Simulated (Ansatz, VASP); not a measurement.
**One calculation of C, two programs**

Contents of INCAR:

```
PREC = Accurate ; ENCUT = 520
EDIFF = 1E-6 ; ISMEAR = 0
SIGMA = 0.15 ; LREAL = F
LASPH = T ; NELM = 80
ALGO = Normal ; ISIF = 2
LWAVE = F ; LCHARG = T
GGA = PE ; IVDW = 12
LELF = T ; LVHAR = T
NBANDS = 11
```

KPOINTS

```
Automatic mesh
0
Gamma
  30 30 18
```

POSCAR

```
C
1.0
    2.4249773414      0.0000000000      0.0000000000
   -1.2124886707      2.1000919813      0.0000000000
    0.0000000000      0.0000000000      3.6853709971
C
2
Direct
    0.3333333333      0.6666666667      0.0000000000
    0.6666666667      0.3333333333      0.0000000000
```

Input for Ansatz:

```yaml
crystal:
  lattice:
    - [2.4249773414, 0.0, 0.0]
    - [-1.2124886707, 2.1000919813, 0.0]
    - [0.0, 0.0, 3.6853709971]
  atoms:
    - { symbol: C, position: [0.3333333333, 0.6666666667, 0.0] }
    - { symbol: C, position: [0.6666666667, 0.3333333333, 0.0] }
basis:
  ecutwfc: 420
kpoints:
  mp_grid: { grid: [30, 30, 18] }
hamiltonian:
  xc: pbe
  dispersion: d3bj
scf:
  occupations: { method: gaussian, width: 0.15 }
output:
  forces: true
  stress: true
  eigenvalues: true
  write_density: true
  write_potential: true
  elf: true
  volumetric_format: npy
```

Alike in both runs: task single point; functional PBE; dispersion D3(BJ); k mesh 30 × 30 × 18; occupations gaussian, width 0.15 eV; no spin polarisation.

|  | VASP | Ansatz |
| --- | --- | --- |
| version | VASP 6.6.1 | Ansatz 0.2.0 |
| potentials or method | VASP PAW PBE potentials, release 64 (C), cutoff 520 eV | scalar-relativistic, plane waves, PAW |
| valence electrons in the cell | 8 | 8 |

|  | VASP | Ansatz | Ansatz less VASP |
| --- | --- | --- | --- |
| gap on the k mesh at the Fermi level (eV) | none | none | - |
| pressure (GPa) | 14.2 | 13.8 | -0.42 |
| traceless stress, the component that is largest in VASP (GPa) | -15.14 | -14.62 | +0.517 |

A gap of «none» marks a metal or a gap that the smearing closes.
